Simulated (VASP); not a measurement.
Here is a VASP 6.6.1 calculation.

Contents of INCAR:

```
SYSTEM = Sn
  ALGO = Normal
  EDIFF = 1E-6
  EDIFFG = -0.005
  ENCUT = 600
  GGA = PS
  IBRION = 2
  ISIF = 3
  ISMEAR = -1
  LASPH = .True.
  LCHARG = .False.
  LREAL = .False.
  LWAVE = .False.
  NELM = 60
  NSW = 60
  PREC = Accurate
  PSTRESS = 230.0
  SIGMA = 0.05
```

File KPOINTS:

```
k-points
0
Gamma
  14 14 13
  0 0 0
```

Contents of POSCAR:

```
Sn
1.0
    2.9643626183      0.0000000000      0.0000000000
   -1.4821813091      2.5672133334      0.0000000000
    0.0000000000      0.0000000000      2.7865008612
Sn
1
Direct
    0.0000000000      0.0000000000      0.0000000000
```

Potentials or basis: VASP PAW PBE potentials, release 64 (Sn_d).

Run with:

```console
$ cat potpaw_PBE.64/Sn_d/POTCAR > POTCAR
$ mpirun -np 1 vasp_std > vasp.out
```

Problem. Estimate the relaxed cell.

Solution. a = 2.975 Å, b = 2.975 Å, c = 2.767 Å, α = 90.00°, β = 90.00°, γ = 120.00°.

Problem. What does it give for the space group after relaxing (to 0.05 Å)?

Solution. P6/mmm (No. 191).

Problem. What does it give for the relaxed volume?

Solution. 21.21 Å³/atom.

Step by step:
```
step  energy change (eV)  largest force (eV/Å)  pressure (GPa)  volume (Å³)
   1              0.0000                0.0000           23.08        21.21
   2             -0.0053                0.0000           22.87        21.24
   3             -0.0042                0.0000           22.90        21.23
   4             -0.0042                0.0000           22.92        21.23
   5              0.0004                0.0000           23.18        21.19
   6             -0.0027                0.0000           22.97        21.21
   7             -0.0022                0.0000           23.06        21.21
   8             -0.0025                0.0000           22.97        21.21
   9             -0.0024                0.0000           22.97        21.21
  10             -0.0023                0.0000           23.00        21.21
```

Caveat: the cell is relaxed towards a set pressure, so the enthalpy falls and the energy may rise; the PAW data sets were made with another functional, which shifts forces and pressure a little.
